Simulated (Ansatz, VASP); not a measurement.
BN: VASP beside Ansatz

Contents of INCAR:

```
SYSTEM = BN
PREC = Accurate
ENCUT = 520
EDIFF = 1E-8
ISMEAR = -1
SIGMA = 0.03
LREAL = .FALSE.
LASPH = .TRUE.
NELM = 80
ALGO = Normal
ISIF = 2
LWAVE = .FALSE.
LCHARG = .FALSE.
GGA = PS
LEFG = .TRUE.
NBANDS = 16
```

Contents of KPOINTS:

```
Automatic mesh
0
G
  11 11 4
  0 0 0
```

Contents of POSCAR:

```
BN
1.0
    2.5039917043      0.0250399170      0.0250399170
   -1.2303106479      2.1560004683      0.0091652458
    0.0666120000      0.0666120000      6.6612000000
B N
2 2
Direct
    0.3333333333      0.6666666667      0.2500000000
    0.6666666667      0.3333333333      0.7500000000
    0.3333333333      0.6666666667      0.7500000000
    0.6666666667      0.3333333333      0.2500000000
```

Input for Ansatz:

```yaml
crystal:
  lattice:
    - [2.5039917043, 0.025039917, 0.025039917]
    - [-1.2303106479, 2.1560004683, 0.0091652458]
    - [0.066612, 0.066612, 6.6612]
  atoms:
    - { symbol: B, position: [0.3333333333, 0.6666666667, 0.25] }
    - { symbol: B, position: [0.6666666667, 0.3333333333, 0.75] }
    - { symbol: "N", position: [0.3333333333, 0.6666666667, 0.75] }
    - { symbol: "N", position: [0.6666666667, 0.3333333333, 0.25] }
kpoints:
  mp_grid: { grid: [11, 11, 4] }
scf:
  occupations: { method: fermi_dirac, width: 0.03 }
hamiltonian:
  xc: pbesol
  pseudopotentials: { kind: all_electron, datasets: crystal }
output:
  forces: true
  stress: true
  eigenvalues: true
  efg: { contact_densities: true }
```

Change from the starting cell: equal xy, yz and zx shear strains of +2 %, crystal datasets.

Alike in both runs: task electric field gradients; functional PBEsol; k mesh 11 × 11 × 4; occupations fermi-dirac, width 0.03 eV; no spin polarisation.

|  | VASP | Ansatz |
| --- | --- | --- |
| version | VASP 6.6.1 | Ansatz 0.2.0 |
| potentials or method | VASP PAW PBE potentials, release 64 (B, N), cutoff 520 eV | all-electron PAW with datasets made for the crystal, scalar-relativistic |

Ansatz gave:

| Property | Result |
| --- | --- |
| gap on the k mesh at the Fermi level (eV) | 4.15 |
| pressure (GPa) | 0.5 |
| traceless stress, the component that is largest in VASP (GPa) | -7.47 |
| rms of the force components (eV/Å) | 0.151 |
| size of Vzz on the site where it differs most (V/Å²) | 28.6 |

Question: Which values does VASP return?

Answer: gap on the k mesh at the Fermi level (eV): 4.15; pressure (GPa): 0.8; traceless stress, the component that is largest in VASP (GPa): -7.50; rms of the force components (eV/Å): 0.152; size of Vzz on the site where it differs most (V/Å²): 34.6.

VASP's potentials were made for PBE, not for PBEsol. Atom by atom the forces differ by 0.002 eV/Å (rms over components). Ansatz ran all-electron here, and VASP with PAW potentials.
